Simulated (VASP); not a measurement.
A run of VASP 6.6.1 is set up as follows.

File INCAR:

```
SYSTEM = Al2Pd
  PREC = Accurate
  ENCUT = 500
  EDIFF = 1E-6
  ISMEAR = -1
  SIGMA = 0.1
  LREAL = .FALSE.
  LASPH = .TRUE.
  NELM = 120
  ALGO = Normal
  ISIF = 2
  LWAVE = .FALSE.
  LCHARG = .FALSE.
  NBANDS = 44
  GGA_COMPAT = .FALSE.
```

The input KPOINTS:

```
Automatic mesh
0
G
  3 3 6
  0 0 0
```

The input POSCAR:

```
Al2Pd
1.0
    0.0000000000      5.8990711400      5.8990711400
    5.8990711400      0.0000000000      5.8990711400
    2.9495355700      2.9495355700      0.0000000000
Al Pd
8 4
Direct
    0.1250000000      0.1250000000      0.2500000000
    0.3750000000      0.3750000000      0.7500000000
    0.1250000000      0.6250000000      0.2500000000
    0.3750000000      0.8750000000      0.7500000000
    0.6250000000      0.1250000000      0.2500000000
    0.8750000000      0.3750000000      0.7500000000
    0.6250000000      0.6250000000      0.2500000000
    0.8750000000      0.8750000000      0.7500000000
    0.0000000000      0.0000000000      0.0000000000
    0.0000000000      0.5000000000      0.0000000000
    0.5000000000      0.0000000000      0.0000000000
    0.5000000000      0.5000000000      0.0000000000
```

Potentials or basis: VASP PAW LDA potentials, release 64 (Al, Pd).

Command:

```sh
$ cat potpaw_LDA.64/Al/POTCAR potpaw_LDA.64/Pd/POTCAR > POTCAR
$ mpirun -np 1 vasp_std > vasp.out
```

(1) What does it give for the pressure?

(2) Estimate the band gap on the k mesh.

## Answers

(1) -3.3 GPa.

(2) zero (bands 32 and 33 overlap by 1.81 eV).

Caveat: the cell stands under tension.
